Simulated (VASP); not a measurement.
# Al3GaN4 (P1) in VASP: single point with PBEsol

Aim: the single point of Al3GaN4 with PBEsol.

Program: VASP 6.6.1. These are calculated values, not measurements. Logs are shortened: lines on timing, memory, paths and dates and some standing lists are left out, and cuts for length are marked.

### 1 The cell of the first run

The typed cell holds 8 atoms: a = 4.445 Å, b = 4.415 Å, c = 4.411 Å, α = 90.14°, β = 89.11°, γ = 91.08°.

### 2 Single point, PBEsol (atoms moved at random and the cell strained at random)

INCAR

```
PREC = Accurate
ENCUT = 520
EDIFF = 1E-7
ISMEAR = 0
SIGMA = 0.05
LREAL = False
LASPH = True
NELM = 60
ALGO = Normal
ISIF = 2
LWAVE = False
LCHARG = False
GGA = PS
NBANDS = 31
```

KPOINTS

```
Automatic mesh
0
Gamma
  6 6 6
```

POSCAR

```
Al3GaN4
1.0
    4.4449045139     -0.0418776154      0.0345219409
   -0.0418776154      4.4152096571     -0.0053242646
    0.0345219409     -0.0053242646      4.4105045906
Al Ga N
3 1 4
Direct
    0.5036743790      0.5065764198     -0.0002052773
    0.5096231664      0.0022104708      0.5077708506
   -0.0079334454      0.4942946305      0.5047776930
   -0.0067022295     -0.0037144506     -0.0003417628
    0.7417801770      0.7465066700      0.2532335526
    0.7471344384      0.2618773188      0.7349658053
    0.2651916115      0.7448570377      0.7488396659
    0.2472319027      0.2473919028      0.2509594728
```

Potentials or basis: VASP PAW PBE potentials, release 64 (Al, Ga_d, N).

The run is started by

```console
$ cat potpaw_PBE.64/Al/POTCAR potpaw_PBE.64/Ga_d/POTCAR potpaw_PBE.64/N/POTCAR > POTCAR
$ mpirun -np 1 vasp_std > vasp.out
```

OUTCAR:

```text
PREC = Accurate
   ENCUT = 520
   EDIFF = 1E-7
   ISMEAR = 0
   LREAL = False
   LASPH = True
   NELM = 60
   ISIF = 2
   GGA = PS

 ion  position               nearest neighbor table
   1  0.504  0.507  1.000-   5 1.87   7 1.88   6 1.92   8 1.94   4 3.04   3 3.06   2 3.09   2 3.11
                             2 3.13   3 3.14   3 3.16   2 3.16   3 3.18
   2  0.510  0.002  0.508-   6 1.85   7 1.88   5 1.90   8 1.98   3 3.02   4 3.08   4 3.08   1 3.09
                             1 3.11   1 3.13   3 3.13   4 3.13   1 3.16   3 3.18   3 3.19
   3  0.992  0.494  0.505-   6 1.79   8 1.93   5 1.95   7 1.96   2 3.02   1 3.06   4 3.10   4 3.11
                             4 3.13   2 3.13   1 3.14   1 3.16   1 3.18   2 3.18   2 3.19
   4  0.993  0.996  1.000-   5 1.91   8 1.93   7 1.98   6 2.01   1 3.04   2 3.08   2 3.08   3 3.10
                             3 3.11   3 3.13   2 3.13
   5  0.742  0.747  0.253-   1 1.87   2 1.90   4 1.91   3 1.95
   6  0.747  0.262  0.735-   3 1.79   2 1.85   1 1.92   4 2.01
   7  0.265  0.745  0.749-   2 1.88   1 1.88   3 1.96   4 1.98
   8  0.247  0.247  0.251-   4 1.93   3 1.93   1 1.94   2 1.98

  LATTYP: Found a triclinic cell.
 ALAT       =     4.4106429073
 B/A-ratio  =     1.4086503275
 C/A-ratio  =     1.7338450345
 COS(alpha) =     0.0003459508
 COS(beta)  =     0.5843867907
 COS(gamma) =     0.6987355474

  Lattice vectors:

 A1 = (  -0.0345219409,   0.0053242646,  -4.4105045906)
 A2 = (   4.4103825730,  -0.0365533508,  -4.3759826497)
 A3 = (  -4.4375488394,  -4.3680077771,  -4.4397022669)

Analysis of symmetry for initial positions (statically):
=====================================================================
 Subroutine PRICEL returns:
 Original cell was already a primitive cell.

 Routine SETGRP: Setting up the symmetry group for a
 triclinic supercell.

 Subroutine GETGRP returns: Found  1 space group operations
 (whereof  1 operations were pure point group operations)
 out of a pool of  2 trial point group operations.

The static configuration has the point symmetry C_1 .

Analysis of symmetry for dynamics (positions and initial velocities):
=====================================================================
 Subroutine PRICEL returns:
 Original cell was already a primitive cell.

 Routine SETGRP: Setting up the symmetry group for a
 triclinic supercell.

 Subroutine GETGRP returns: Found  1 space group operations
 (whereof  1 operations were pure point group operations)
 out of a pool of  2 trial point group operations.

The dynamic configuration has the point symmetry C_1 .

 Subroutine INISYM returns: Found  1 space group operations
 (whereof  1 operations are pure point group operations),
 and found     1 'primitive' translations

----------------------------------------------------------------------------------------

                                     Primitive cell

  volume of cell :      86.5439

  direct lattice vectors                    reciprocal lattice vectors
     4.444904514 -0.041877615  0.034521941     0.225010457  0.002132070 -0.001758630
    -0.041877615  4.415209657 -0.005324265     0.002132070  0.226510343  0.000256750
     0.034521941 -0.005324265  4.410504591    -0.001758630  0.000256750  0.226745502

  length of vectors
     4.445235836  4.415411464  4.410642907     0.225027430  0.226520522  0.226752467

  position of ions in fractional coordinates (direct lattice)
     0.503674379  0.506576420  0.999794723
     0.509623166  0.002210471  0.507770851
     0.992066555  0.494294631  0.504777693
     0.993297771  0.996285549  0.999658237
     0.741780177  0.746506670  0.253233553
     0.747134438  0.261877319  0.734965805
     0.265191612  0.744857038  0.748839666
     0.247231903  0.247391903  0.250959473

  ion indices of the primitive-cell ions
   primitive index   ion index
                 1           1
                 2           2
                 3           3
                 4           4
                 5           5
                 6           6
                 7           7
                 8           8

----------------------------------------------------------------------------------------

 KPOINTS: Automatic mesh

Automatic generation of k-mesh.
 Grid dimensions read from file:
 generate k-points for:    6    6    6

 Generating k-lattice:

  Cartesian coordinates                     Fractional coordinates (reciprocal lattice)
     0.037501743  0.000355345 -0.000293105     0.166666667  0.000000000  0.000000000
     0.000355345  0.037751724  0.000042792     0.000000000  0.166666667  0.000000000
    -0.000293105  0.000042792  0.037790917     0.000000000 -0.000000000  0.166666667

  Length of vectors
     0.037504572  0.037753420  0.037792078

  Shift w.r.t. Gamma in fractional coordinates (k-lattice)
     0.000000000  0.000000000  0.000000000

 Subroutine IBZKPT returns following result:
 ===========================================

 Found    112 irreducible k-points:

 Following reciprocal coordinates:
            Coordinates               Weight
  0.000000  0.000000  0.000000      1.000000
  0.166667 -0.000000  0.000000      2.000000
  0.333333  0.000000  0.000000      2.000000
  0.500000 -0.000000 -0.000000      1.000000
  0.000000  0.166667  0.000000      2.000000
  0.166667  0.166667 -0.000000      2.000000
[... 16 lines left out ...]
  0.333333 -0.000000  0.166667      2.000000
  0.500000 -0.000000  0.166667      2.000000
 [... further k-points ...]
   k-points           NKPTS =    112   k-points in BZ     NKDIM =    112   number of bands    NBANDS=     31
   number of dos      NEDOS =    301   number of ions     NIONS =      8
   total plane-waves  NPLWV =  46656
   dimension x,y,z NGX =    36 NGY =   36 NGZ =   36
   dimension x,y,z NGXF=    72 NGYF=   72 NGZF=   72
   ions per type =               3   1   4
   NGX,Y,Z   is equivalent  to a cutoff of  13.46, 13.55, 13.57 a.u.
   NGXF,Y,Z  is equivalent  to a cutoff of  26.93, 27.11, 27.14 a.u.
 SYSTEM =  unknown system
   PREC   = accura    normal or accurate (medium, high low for compatibility)
   ISTART =      0    job   : 0-new  1-cont  2-samecut
   ICHARG =      2    charge: 1-file 2-atom 10-const
   ISPIN  =      1    spin polarized calculation?
   LNONCOLLINEAR =      F non collinear calculations
   LSORBIT =      F    spin-orbit coupling
   LASPH  =      T    aspherical Exc in radial PAW
   ENCUT  =  520.0 eV  38.22 Ry    6.18 a.u.   8.27  8.21  8.20*2*pi/ulx,y,z
   NELM   =     60;   NELMIN=  2; NELMDL= -5     # of ELM steps
   EDIFF  = 0.1E-06   stopping-criterion for ELM
   LREAL  =      F    real-space projection
   EDIFFG = 0.1E-05   stopping-criterion for IOM
   NSW    =      0    number of steps for IOM
   IBRION =     -1    ionic relax: 0-MD 1-quasi-New 2-CG
   NFREE  =      0    steps in history (QN), initial steepest desc. (CG)
   ISIF   =      2    stress and relaxation
   ISYM   =      2    0-nonsym 1-usesym 2-fastsym
   POTIM  = 0.5000    time-step for ionic-motion
   TEBEG  =    0.0;   TEEND  =   0.0 temperature during run
   PSTRESS=    0.0 pullay stress
   NELECT =      42.0000    total number of electrons
   NUPDOWN=      -1.0000    fix difference up-down
   EMIN   =  10.00;   EMAX   =-10.00  energy-range for DOS
   EFERMI =   0.00;   METHOD = LEGACY
   ISMEAR =     0;   SIGMA  =   0.05  broadening in eV -4-tet -1-fermi 0-gaus
   EFERMI_NEDOS =   21; number of points for ismear=-14 and -15
   IALGO  =     38    algorithm
   IMIX   =      4    mixing-type and parameters
     AMIX     =   0.40;   BMIX     =  1.00
     AMIX_MAG =   1.60;   BMIX_MAG =  1.00
  volume/ion in A,a.u.               =      10.82        73.00
  Fermi-wavevector in a.u.,A,eV,Ry     =   1.286508  2.431148 22.519042  1.655103
  Thomas-Fermi vector in A             =   2.418578
   LORBIT       =      0    0 simple, 1 ext, 2 COOP (PROOUT), +10 PAW based schemes
   GGA     = PS    functional components
   LHFCALC =     F    Hartree Fock is set to
   AEXX    =    0.0000 exact exchange contribution
   IVDW    =     0    specifies the selected vdW correction
   LEPSILON=     F    determine dielectric tensor
   LRPA    =     F    only Hartree local field effects (RPA)
 non-spin polarized calculation
 Gauss-broadening in eV      SIGMA  =   0.05
  energy-cutoff  :      520.00
  volume of cell :       86.54
 maximum number of plane-waves:      2347
 NGX is ok and might be reduce to    36
   NGX = 17   NGY = 17   NGZ = 17

 number of electron      42.0000002 magnetization

 Free energy of the ion-electron system (eV)
  ---------------------------------------------------
  ext. energy  EPLUGINS =         0.00000000
  ---------------------------------------------------
  free energy    TOTEN  =       -59.68550903 eV

  energy without entropy =      -59.68550903  energy(sigma->0) =      -59.68550903

 E-fermi :   5.8801     XC(G=0): -11.2749

 val. band max:        5.5950477925   @ k =   0.0000   0.0000   0.0000
 cond. band min:       8.4315434604   @ k =   0.0000   0.0000   0.0000
 fundamental gap:      2.8364956679
 Fermi energy:         5.8800659304

 k-point     1 :       0.0000    0.0000    0.0000
  band No.  band energies     occupation
      1      -9.6103      2.00000
      2      -7.9989      2.00000
      3      -7.8544      2.00000
      4      -7.8064      2.00000
      5      -7.1258      2.00000
      6      -7.1199      2.00000
[... 23 lines left out ...]
     30      17.2508      0.00000
     31      17.4624      0.00000

 k-point     2 :       0.1667   -0.0000    0.0000
  band No.  band energies     occupation
      1      -9.4892      2.00000
      2      -8.0114      2.00000
      3      -7.8971      2.00000
      4      -7.8159      2.00000
      5      -7.1244      2.00000
      6      -7.1155      2.00000
[... 23 lines left out ...]
     30      17.3747      0.00000
     31      17.4607      0.00000

 k-point     3 :       0.3333    0.0000    0.0000
  band No.  band energies     occupation
      1      -9.1584      2.00000
      2      -8.1333      2.00000
      3      -7.9832      2.00000
      4      -7.8325      2.00000
      5      -7.1218      2.00000
      6      -7.1034      2.00000
[... 23 lines left out ...]
     30      17.0209      0.00000
     31      17.5307      0.00000

 k-point     4 :       0.5000   -0.0000   -0.0000
  band No.  band energies     occupation
      1      -8.8478      2.00000
      2      -8.3808      2.00000
      3      -7.9983      2.00000
      4      -7.8403      2.00000
      5      -7.1205      2.00000
      6      -7.0882      2.00000
[... 23 lines left out ...]
     30      16.4472      0.00000
     31      16.5748      0.00000

 k-point     5 :       0.0000    0.1667    0.0000
  band No.  band energies     occupation
      1      -9.4853      2.00000
      2      -8.0348      2.00000
      3      -7.8666      2.00000
      4      -7.8266      2.00000
      5      -7.1225      2.00000
      6      -7.1170      2.00000
[... 23 lines left out ...]
     30      17.2653      0.00000
     31      17.5707      0.00000
[... 542 lines left out ...]
     30      17.2062      0.00000
     31      17.5386      0.00000

 k-point    22 :       0.1667    0.0000    0.1667
  band No.  band energies     occupation
      1      -9.3747      2.00000
      2      -8.0519      2.00000
      3      -7.8892      2.00000
      4      -7.8336      2.00000
      5      -7.1208      2.00000
      6      -7.1130      2.00000
[... 23 lines left out ...]
     30      17.2042      0.00000
     31      17.5307      0.00000

 k-point    23 :       0.3333   -0.0000    0.1667
  band No.  band energies     occupation
      1      -9.0661      2.00000
      2      -8.1332      2.00000
      3      -7.9831      2.00000
      4      -7.8363      2.00000
      5      -7.1182      2.00000
      6      -7.1012      2.00000
[... 23 lines left out ...]
     30      16.3946      0.00000
     31      16.5824      0.00000

 k-point    24 :       0.5000   -0.0000    0.1667
  band No.  band energies     occupation
      1      -8.7771      2.00000
      2      -8.3194      2.00000
      3      -8.0247      2.00000
      4      -7.8380      2.00000
      5      -7.1168      2.00000
      6      -7.0881      2.00000
[... 23 lines left out ...]
     30      16.0831      0.00000
     31      16.2486      0.00000

 [... further k-points ...]
[... 5 lines left out ...]
  --------------------------------------------------------------------------------------
  -------------------------------------------------------------------------------------
  Total       -1.0316196     -0.3624950     -0.4088273      3.1650171     -0.2444764     -1.9176540
  in kB      -19.0982641     -6.7108307     -7.5685756     58.5936251     -4.5259663    -35.5013251
  external PRESSURE =     -11.1258902 kB  Pullay stress =       0.0000000 kB

 VOLUME and BASIS-vectors are now :
 -----------------------------------------------------------------------------
  energy-cutoff  :      520.00
  volume of cell :       86.54
      direct lattice vectors                 reciprocal lattice vectors
     4.444904514 -0.041877615  0.034521941     0.225010457  0.002132070 -0.001758630
    -0.041877615  4.415209657 -0.005324265     0.002132070  0.226510343  0.000256750
     0.034521941 -0.005324265  4.410504591    -0.001758630  0.000256750  0.226745502

 POSITION                                       TOTAL-FORCE (eV/Angst)
 -----------------------------------------------------------------------------------
      2.25209      2.21023      4.42429        -0.711023     -0.735543      0.164694
      2.28266     -0.01429      2.25711        -1.167889     -0.009979     -0.992806
      4.40637      2.13818      2.25794         1.655079      1.057408     -1.146388
      4.40790      4.35189      4.43798         0.711235      0.296304     -0.310758
      3.27462      3.26357      1.13852         0.274682     -0.278681      0.581228
      3.33535      1.12104      3.26597        -0.527715     -0.670857      1.526563
      1.17341      3.27361      3.30795        -0.862714     -0.129134     -0.267338
      1.09723      1.08060      1.11408         0.628345      0.470482      0.444805
 -----------------------------------------------------------------------------------
    total drift:                                0.000695     -0.000811      0.000384

  FREE ENERGIE OF THE ION-ELECTRON SYSTEM (eV)
  ---------------------------------------------------
  free  energy   TOTEN  =       -59.6855090320 eV

  energy  without entropy=      -59.6855090320  energy(sigma->0) =      -59.68550903
```

It took 2.1 min on 1 thread of Intel Xeon 6975P-C (Granite Rapids), shared host; peak memory 0.38 GiB.

What came out:

```yaml
Free_energy: -59.6855 eV
Pressure: -1.1 GPa
Largest_force: 2.274 eV/Å
Band_gap_on_the_k_mesh: 2.84 eV
```

Forces in eV/Å, atoms in the order of the input:
```
Al  -0.711 -0.736  0.165
Al  -1.168 -0.010 -0.993
Al   1.655  1.057 -1.146
Ga   0.711  0.296 -0.311
N    0.275 -0.279  0.581
N   -0.528 -0.671  1.527
N   -0.863 -0.129 -0.267
N    0.628  0.470  0.445
```

Caveat: the cell differs from its parent crystal (atoms moved at random and the cell strained at random); the PAW data sets were made with another functional, which shifts forces and pressure a little.
